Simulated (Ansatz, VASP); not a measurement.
## CdSe in VASP and in Ansatz

Contents of INCAR:

```
SYSTEM = CdSe
PREC = Accurate
ENCUT = 520
EDIFF = 1E-6
ISMEAR = 0
SIGMA = 0.05
LREAL = .False.
LASPH = .True.
NELM = 80
ALGO = Normal
ISIF = 2
LWAVE = .False.
LCHARG = .False.
GGA = PE
NBANDS = 16
```

The input KPOINTS:

```
regular mesh
0
Gamma
  10 10 10
  0 0 0
```

POSCAR

```
CdSe
1.0
   -0.2272687163      2.6336524725      3.0984146735
    3.0984146735     -0.2272687163      3.0984146735
    2.8711459572      2.4063837562      0.0000000000
Cd Se
1 1
Direct
    0.0000000000      0.0000000000      0.0000000000
    0.7500000000      0.7500000000      0.7500000000
```

Input for Ansatz:

```yaml
crystal:
  lattice:
    - [-0.2272687163, 2.6336524725, 3.0984146735]
    - [3.0984146735, -0.2272687163, 3.0984146735]
    - [2.8711459572, 2.4063837562, 0.0]
  atoms:
    - { symbol: Cd, position: [0.0, 0.0, 0.0] }
    - { symbol: Se, position: [0.75, 0.75, 0.75] }
basis:
  ecutwfc: 420
kpoints:
  mp_grid: { grid: [10, 10, 10] }
hamiltonian:
  xc: pbe
scf:
  occupations: { method: gaussian, width: 0.05 }
output:
  forces: true
  stress: true
  eigenvalues: true
```

Change from the starting cell: engineering shear strain xz -0.1467, normal strain along z -0.1500.

Alike in both runs: task single point; functional PBE; k mesh 10 × 10 × 10; occupations gaussian, width 0.05 eV; no spin polarisation.

|  | VASP | Ansatz |
| --- | --- | --- |
| version | VASP 6.6.1 | Ansatz 0.2.0 |
| potentials or method | VASP PAW PBE potentials, release 64 (Cd, Se), cutoff 520 eV | scalar-relativistic, plane waves, PAW |
| valence electrons in the cell | 18 | 36 |

Ansatz gave:

| Item | Value |
| --- | --- |
| gap on the k mesh at the Fermi level (eV) | 0.20 |
| least direct gap on the mesh (eV) | 0.20 |
| pressure (GPa) | 12.3 |
| traceless stress, the component that is largest in VASP (GPa) | 10.71 |
| rms of the force components (eV/Å) | 1.063 |

**Question.** Which values does VASP return?

**Answer.** gap on the k mesh at the Fermi level (eV): 0.20; least direct gap on the mesh (eV): 0.20; pressure (GPa): 12.9; traceless stress, the component that is largest in VASP (GPa): 10.95; rms of the force components (eV/Å): 1.098.

Atom by atom the forces differ by 0.035 eV/Å (rms over components). With one functional, cell and mesh, what is left measures potentials, basis and numerics. VASP's potentials hold 18 valence electrons a cell and Ansatz's 36, so a difference there can come from the potentials and not from the codes.
